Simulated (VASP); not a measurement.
# GaN (I4/mmm) in VASP: notebook

The runs below take GaN through single point, with r2SCAN.

Program: VASP 6.6.1. These are calculated values, not measurements. Logs are shortened: lines on timing, memory, paths and dates and some standing lists are left out, and cuts for length are marked.

## 1. The cell of the first run

It takes space group I4/mmm (No. 139, tetragonal). The conventional cell has a = 2.767 Å, b = 2.767 Å, c = 5.087 Å, α = 90.00°, β = 90.00°, γ = 90.00°. Within 2.6 Å of Ga (site symmetry 4/mmm) lie 6 N at 1.96 to 2.54 Å. Within 2.6 Å of N (site symmetry 4/mmm) lie 6 Ga at 1.96 to 2.54 Å.

## 2. Single point, r2SCAN

The input, POSCAR:

```
GaN
1.0
    0.0000000000      1.9564311195      2.5433604553
    1.9564311195      0.0000000000      2.5433604553
    1.9564311195      1.9564311195      0.0000000000
Ga N
1 1
Direct
    0.0000000000      0.0000000000      0.0000000000
    0.5000000000      0.5000000000      0.5000000000
```

The input, INCAR.step1:

```
ALGO = Normal
EDIFF = 1E-4
ENCUT = 520
GGA = PE
ISMEAR = 0
LASPH = T
LCHARG = F
LREAL = F
LWAVE = T
NBANDS = 16
NELM = 100
PREC = Accurate
SIGMA = 0.05
```

The input, INCAR.step2:

```
ALGO = Normal
EDIFF = 1E-7
ENCUT = 520
ISIF = 2
ISMEAR = 0
ISTART = 1
LASPH = T
LCHARG = F
LMIXTAU = T
LREAL = F
LWAVE = F
METAGGA = R2SCAN
NBANDS = 16
NELM = 100
PREC = Accurate
SIGMA = 0.05
```

The input, KPOINTS:

```
k-points
0
Gamma
  12 12 12
```

Potentials or basis: VASP PAW PBE potentials, release 64 (Ga_d, N).

Command:

```bash
cat potpaw_PBE.64/Ga_d/POTCAR potpaw_PBE.64/N/POTCAR > POTCAR
cp INCAR.step1 INCAR
mpirun -np 1 vasp_std > vasp.out
cp INCAR.step2 INCAR
mpirun -np 1 vasp_std > vasp.out
```

OUTCAR:

```text
EDIFF = 1E-7
   ENCUT = 520
   ISIF = 2
   ISMEAR = 0
   ISTART = 1
   LASPH = T
   LREAL = F
   METAGGA = R2SCAN
   NELM = 100
   PREC = Accurate

 ion  position               nearest neighbor table
   1  0.000  0.000  0.000-   2 1.96   2 1.96   2 1.96   2 1.96
   2  0.500  0.500  0.500-   1 1.96   1 1.96   1 1.96   1 1.96

  LATTYP: Found a body centered tetragonal cell.
 ALAT       =     2.7668114230
 C/A-ratio  =     1.8384776310

  Lattice vectors:

 A1 = (  -1.9564311195,   0.0000000000,   2.5433604553)
 A2 = (   1.9564311195,   0.0000000000,   2.5433604553)
 A3 = (   0.0000000000,   1.9564311195,  -2.5433604553)

Analysis of symmetry for initial positions (statically):
=====================================================================
 Subroutine PRICEL returns:
 Original cell was already a primitive cell.

 Routine SETGRP: Setting up the symmetry group for a
 body centered tetragonal supercell.

 Subroutine GETGRP returns: Found 16 space group operations
 (whereof 16 operations were pure point group operations)
 out of a pool of 16 trial point group operations.

The static configuration has the point symmetry D_4h.

Analysis of symmetry for dynamics (positions and initial velocities):
=====================================================================
 Subroutine PRICEL returns:
 Original cell was already a primitive cell.

 Routine SETGRP: Setting up the symmetry group for a
 body centered tetragonal supercell.

 Subroutine GETGRP returns: Found 16 space group operations
 (whereof 16 operations were pure point group operations)
 out of a pool of 16 trial point group operations.

The dynamic configuration has the point symmetry D_4h.

 Subroutine INISYM returns: Found 16 space group operations
 (whereof 16 operations are pure point group operations),
 and found     1 'primitive' translations

----------------------------------------------------------------------------------------

                                     Primitive cell

  volume of cell :      19.4700

  direct lattice vectors                    reciprocal lattice vectors
     0.000000000  1.956431119  2.543360455    -0.255567393  0.255567393  0.196590302
     1.956431119  0.000000000  2.543360455     0.255567393 -0.255567393  0.196590302
     1.956431119  1.956431119  0.000000000     0.255567393  0.255567393 -0.196590302

  length of vectors
     3.208785616  3.208785616  2.766811423     0.411433021  0.411433021  0.411433021

  position of ions in fractional coordinates (direct lattice)
     0.000000000  0.000000000  0.000000000
     0.500000000  0.500000000  0.500000000

  ion indices of the primitive-cell ions
   primitive index   ion index
                 1           1
                 2           2

----------------------------------------------------------------------------------------

 KPOINTS: k-points

Automatic generation of k-mesh.
 Grid dimensions read from file:
 generate k-points for:   12   12   12

 Generating k-lattice:

  Cartesian coordinates                     Fractional coordinates (reciprocal lattice)
    -0.021297283  0.021297283  0.016382525     0.083333333  0.000000000  0.000000000
     0.021297283 -0.021297283  0.016382525     0.000000000  0.083333333  0.000000000
     0.021297283  0.021297283 -0.016382525     0.000000000  0.000000000  0.083333333

  Length of vectors
     0.034286085  0.034286085  0.034286085

  Shift w.r.t. Gamma in fractional coordinates (k-lattice)
     0.000000000  0.000000000  0.000000000

 Subroutine IBZKPT returns following result:
 ===========================================

 Found    163 irreducible k-points:

 Following reciprocal coordinates:
            Coordinates               Weight
  0.000000  0.000000  0.000000      1.000000
  0.083333 -0.000000  0.000000      8.000000
  0.166667 -0.000000  0.000000      8.000000
  0.250000 -0.000000  0.000000      8.000000
  0.333333  0.000000  0.000000      8.000000
  0.416667 -0.000000  0.000000      8.000000
[... 16 lines left out ...]
  0.500000  0.166667  0.000000      8.000000
 -0.416667  0.166667  0.000000      8.000000
 [... further k-points ...]
   k-points           NKPTS =    163   k-points in BZ     NKDIM =    163   number of bands    NBANDS=     16
   number of dos      NEDOS =    301   number of ions     NIONS =      2
   total plane-waves  NPLWV =  13824
   dimension x,y,z NGX =    24 NGY =   24 NGZ =   24
   dimension x,y,z NGXF=    48 NGYF=   48 NGZF=   48
   ions per type =               1   1
   NGX,Y,Z   is equivalent  to a cutoff of  12.43, 12.43, 14.42 a.u.
   NGXF,Y,Z  is equivalent  to a cutoff of  24.87, 24.87, 28.84 a.u.
 SYSTEM =  unknown system
   PREC   = accura    normal or accurate (medium, high low for compatibility)
   ISTART =      1    job   : 0-new  1-cont  2-samecut
   ICHARG =      0    charge: 1-file 2-atom 10-const
   ISPIN  =      1    spin polarized calculation?
   LNONCOLLINEAR =      F non collinear calculations
   LSORBIT =      F    spin-orbit coupling
   LASPH  =      T    aspherical Exc in radial PAW
   ENCUT  =  520.0 eV  38.22 Ry    6.18 a.u.   5.97  5.97  5.14*2*pi/ulx,y,z
   NELM   =    100;   NELMIN=  2; NELMDL=  0     # of ELM steps
   EDIFF  = 0.1E-06   stopping-criterion for ELM
   LREAL  =      F    real-space projection
   EDIFFG = 0.1E-05   stopping-criterion for IOM
   NSW    =      0    number of steps for IOM
   IBRION =     -1    ionic relax: 0-MD 1-quasi-New 2-CG
   NFREE  =      0    steps in history (QN), initial steepest desc. (CG)
   ISIF   =      2    stress and relaxation
   ISYM   =      2    0-nonsym 1-usesym 2-fastsym
   POTIM  = 0.5000    time-step for ionic-motion
   TEBEG  =    0.0;   TEEND  =   0.0 temperature during run
   PSTRESS=    0.0 pullay stress
   NELECT =      18.0000    total number of electrons
   NUPDOWN=      -1.0000    fix difference up-down
   EMIN   =  10.00;   EMAX   =-10.00  energy-range for DOS
   EFERMI =   0.00;   METHOD = LEGACY
   ISMEAR =     0;   SIGMA  =   0.05  broadening in eV -4-tet -1-fermi 0-gaus
   EFERMI_NEDOS =   21; number of points for ismear=-14 and -15
   IALGO  =     38    algorithm
   IMIX   =      4    mixing-type and parameters
     AMIX     =   0.40;   BMIX     =  1.00
     AMIX_MAG =   1.60;   BMIX_MAG =  1.00
  volume/ion in A,a.u.               =       9.74        65.70
  Fermi-wavevector in a.u.,A,eV,Ry     =   1.594814  3.013761 34.605481  2.543431
  Thomas-Fermi vector in A             =   2.692830
   LORBIT       =      0    0 simple, 1 ext, 2 COOP (PROOUT), +10 PAW based schemes
   METAGGA = R2SCAN    functional components
   LHFCALC =     F    Hartree Fock is set to
   AEXX    =    0.0000 exact exchange contribution
   IVDW    =     0    specifies the selected vdW correction
   LEPSILON=     F    determine dielectric tensor
   LRPA    =     F    only Hartree local field effects (RPA)
 non-spin polarized calculation
 Gauss-broadening in eV      SIGMA  =   0.05
  energy-cutoff  :      520.00
  volume of cell :       19.47
 maximum number of plane-waves:       542
   NGX = 11   NGY = 11   NGZ = 11

 number of electron      18.0000008 magnetization

 Free energy of the ion-electron system (eV)
  ---------------------------------------------------
  ext. energy  EPLUGINS =         0.00000000
  ---------------------------------------------------
  free energy    TOTEN  =       -20.55352022 eV

  energy without entropy =      -20.55352022  energy(sigma->0) =      -20.55352022

 E-fermi :   8.0180     XC(G=0): -13.8395

 val. band max:        7.8109131010   @ k =   0.5000  -0.0000   0.0000
 cond. band min:       8.2094614283   @ k =   0.5000   0.0000   0.5000
 fundamental gap:      0.3985483273
 Fermi energy:         8.0180172219

 k-point     1 :       0.0000    0.0000    0.0000
  band No.  band energies     occupation
      1     -11.0621      2.00000
      2      -7.2393      2.00000
      3      -7.0721      2.00000
      4      -7.0669      2.00000
      5      -7.0669      2.00000
      6      -6.9093      2.00000
[... 8 lines left out ...]
     15      24.0851      0.00000
     16      25.1663      0.00000

 k-point     2 :       0.0833   -0.0000    0.0000
  band No.  band energies     occupation
      1     -10.9289      2.00000
      2      -7.2277      2.00000
      3      -7.0871      2.00000
      4      -7.0615      2.00000
      5      -7.0602      2.00000
      6      -6.9400      2.00000
[... 8 lines left out ...]
     15      24.1775      0.00000
     16      27.0944      0.00000

 k-point     3 :       0.1667   -0.0000    0.0000
  band No.  band energies     occupation
      1     -10.5391      2.00000
      2      -7.2030      2.00000
      3      -7.1377      2.00000
      4      -7.0533      2.00000
      5      -7.0271      2.00000
      6      -7.0159      2.00000
[... 8 lines left out ...]
     15      25.3907      0.00000
     16      26.1482      0.00000

 k-point     4 :       0.2500   -0.0000    0.0000
  band No.  band energies     occupation
      1      -9.9257      2.00000
      2      -7.2145      2.00000
      3      -7.1812      2.00000
      4      -7.1407      2.00000
      5      -7.0180      2.00000
      6      -6.9728      2.00000
[... 8 lines left out ...]
     15      26.7325      0.00000
     16      27.1216      0.00000
[... 324 lines left out ...]
 k-point    22 :       0.4167    0.1667    0.0000
  band No.  band energies     occupation
      1      -9.4948      2.00000
      2      -7.2096      2.00000
      3      -7.1580      2.00000
      4      -7.1378      2.00000
      5      -6.9721      2.00000
      6      -6.5691      2.00000
[... 8 lines left out ...]
     15      27.2428      0.00000
     16      31.0019      0.00000

 k-point    23 :       0.5000    0.1667    0.0000
  band No.  band energies     occupation
      1      -8.8698      2.00000
      2      -7.2455      2.00000
      3      -7.2440      2.00000
      4      -7.1672      2.00000
      5      -6.9657      2.00000
      6      -6.5064      2.00000
[... 8 lines left out ...]
     15      28.4514      0.00000
     16      32.7124      0.00000

 k-point    24 :      -0.4167    0.1667    0.0000
  band No.  band energies     occupation
      1      -8.3280      2.00000
      2      -7.3202      2.00000
      3      -7.2900      2.00000
      4      -7.2371      2.00000
      5      -6.9684      2.00000
      6      -6.6078      2.00000
[... 8 lines left out ...]
     15      30.2844      0.00000
     16      31.1318      0.00000

 [... further k-points ...]
[... 5 lines left out ...]
  --------------------------------------------------------------------------------------
  -------------------------------------------------------------------------------------
  Total        3.6639436      3.6639436     -1.3203936      0.0000000      0.0000000      0.0000000
  in kB      301.5034814    301.5034814   -108.6543111      0.0000000      0.0000000      0.0000000
  external PRESSURE =     164.7842172 kB  Pullay stress =       0.0000000 kB

 VOLUME and BASIS-vectors are now :
 -----------------------------------------------------------------------------
  energy-cutoff  :      520.00
  volume of cell :       19.47
      direct lattice vectors                 reciprocal lattice vectors
     0.000000000  1.956431119  2.543360455    -0.255567393  0.255567393  0.196590302
     1.956431119  0.000000000  2.543360455     0.255567393 -0.255567393  0.196590302
     1.956431119  1.956431119  0.000000000     0.255567393  0.255567393 -0.196590302

 POSITION                                       TOTAL-FORCE (eV/Angst)
 -----------------------------------------------------------------------------------
      0.00000      0.00000      0.00000         0.000000      0.000000     -0.000000
      1.95643      1.95643      2.54336         0.000000      0.000000      0.000000
 -----------------------------------------------------------------------------------
    total drift:                                0.000000     -0.000000     -0.000000

  FREE ENERGIE OF THE ION-ELECTRON SYSTEM (eV)
  ---------------------------------------------------
  free  energy   TOTEN  =       -20.5535202168 eV

  energy  without entropy=      -20.5535202168  energy(sigma->0) =      -20.55352022
```

Wall time 4.1 min (1 thread of Intel Xeon 8259CL, shared host); peak memory 0.19 GiB.

Results:

| Item | Value |
| --- | --- |
| Free energy | -20.5535 eV |
| Pressure | 16.5 GPa |
| Band gap on the k mesh | 0.40 eV (least direct gap 2.68 eV) |

Caveat: the stress differs along the axes, from -11 to 30 GPa; semilocal functionals underestimate gaps, and a narrow one can read as zero; the PAW data sets were made with another functional, which shifts forces and pressure a little.

## 3. Single point, r2SCAN

This run uses another cell than the first one, of the same volume but with other edges.

The input, POSCAR:

```
GaN
1.0
    0.0000000000      2.1954138711      2.0197807615
    2.1954138711      0.0000000000      2.0197807615
    2.1954138711      2.1954138711      0.0000000000
Ga N
1 1
Direct
    0.0000000000      0.0000000000      0.0000000000
    0.5000000000      0.5000000000      0.5000000000
```

The input, INCAR.step1:

```
PREC = Accurate
ENCUT = 520
ISMEAR = 0
SIGMA = 0.05
LREAL = False
LASPH = True
NELM = 60
NBANDS = 16
GGA = PE
ALGO = Normal
EDIFF = 1E-4
LWAVE = True
LCHARG = False
```

The input, INCAR.step2:

```
PREC = Accurate
ENCUT = 520
EDIFF = 1E-7
ISMEAR = 0
SIGMA = 0.05
LREAL = False
LASPH = True
NELM = 60
ALGO = Normal
ISIF = 2
LWAVE = False
LCHARG = False
METAGGA = R2SCAN
LMIXTAU = True
NBANDS = 16
ISTART = 1
```

The input, KPOINTS:

```
Automatic mesh
0
Gamma
  12 12 12
```

Potentials or basis: VASP PAW PBE potentials, release 64 (Ga_d, N).

Command:

```bash
cat potpaw_PBE.64/Ga_d/POTCAR potpaw_PBE.64/N/POTCAR > POTCAR
cp INCAR.step1 INCAR
mpirun -np 1 vasp_std > vasp.out
cp INCAR.step2 INCAR
mpirun -np 1 vasp_std > vasp.out
```

Run time: 5.4 min. Hardware: 1 thread of Intel Xeon 8259CL, shared host; peak memory 0.18 GiB.

It converged, with:

```yaml
Free_energy: -20.9161 eV
Pressure: -4.9 GPa
Band_gap_on_the_k_mesh: 0.54 eV (least direct gap 2.73 eV)
```

Stress tensor (GPa, compression positive):
```
-9.60  0.00  0.00
 0.00 -9.60  0.00
 0.00  0.00  4.52
```

Levels at points of the mesh, in eV from the valence-band top:
| k point | band 7 | band 8 | band 9 | band 10 | band 11 | band 12 |
| --- | --- | --- | --- | --- | --- | --- |
| (0.00, 0.00, 0.00) | -1.06 | -0.24 | -0.24 | 2.49 | 15.14 | 15.14 |
| (0.50, 0.00, 0.00) | -8.19 | -0.37 | -0.01 | 5.08 | 8.83 | 9.99 |
| (0.50, 0.50, 0.00) | -6.86 | -3.34 | -3.34 | 0.54 | 7.84 | 13.44 |
| (0.50, 0.00, 0.50) | -7.05 | -3.42 | -2.24 | 1.27 | 8.87 | 12.35 |

Caveat: the stress differs along the axes, from -10 to 5 GPa; semilocal functionals underestimate gaps, and a narrow one can read as zero; the PAW data sets were made with another functional, which shifts forces and pressure a little.

(Continued in part 2 of 2.)
